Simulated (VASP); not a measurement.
Mo:

```
CELL_PARAMETERS angstrom
-1.57342 1.57342 1.57342
1.57342 -1.57342 1.57342
1.57342 1.57342 -1.57342
ATOMIC_POSITIONS crystal
Mo 0.00000 0.00000 0.00000
```

* Program: VASP 6.6.1
* Task: relaxation of cell and atoms
* Functional: revPBE
* Dispersion: D3(BJ)
* Potentials or basis: VASP PAW PBE potentials, release 64 (Mo_sv)
* Cutoff: 600 eV
* k mesh: 15 × 15 × 15
* Occupations: methfessel-paxton, width 0.1 eV
* Spin: no spin polarisation

At the start: pressure -7.7 GPa; volume 15.58 Å³/atom.

Q: How do energy, volume and symmetry change on relaxing?

A: Over 4 steps the energy falls by 10.9 meV/atom and the volume is 15.14 Å³/atom (-2.8 %); space group Im-3m (No. 229, to 0.05 Å).

Step by step:
```tsv
step	energy change (eV)	largest force (eV/Å)	pressure (GPa)	volume (Å³)
1	0.0000	0.0000	-7.73	15.58
2	0.0842	0.0000	27.43	13.95
3	-0.0109	0.0000	-0.26	15.15
4	-0.0109	0.0000	-0.02	15.14
```

Final structure:
```xyz
1
Lattice="-1.5584 1.5584 1.5584 1.5584 -1.5584 1.5584 1.5584 1.5584 -1.5584" Properties=species:S:1:pos:R:3 pbc="T T T"
Mo    0.0000    0.0000    0.0000
```

Caveat: the PAW data sets were made with another functional, which shifts forces and pressure a little; pairwise dispersion overbinds metals, which lowers pressure and volume.
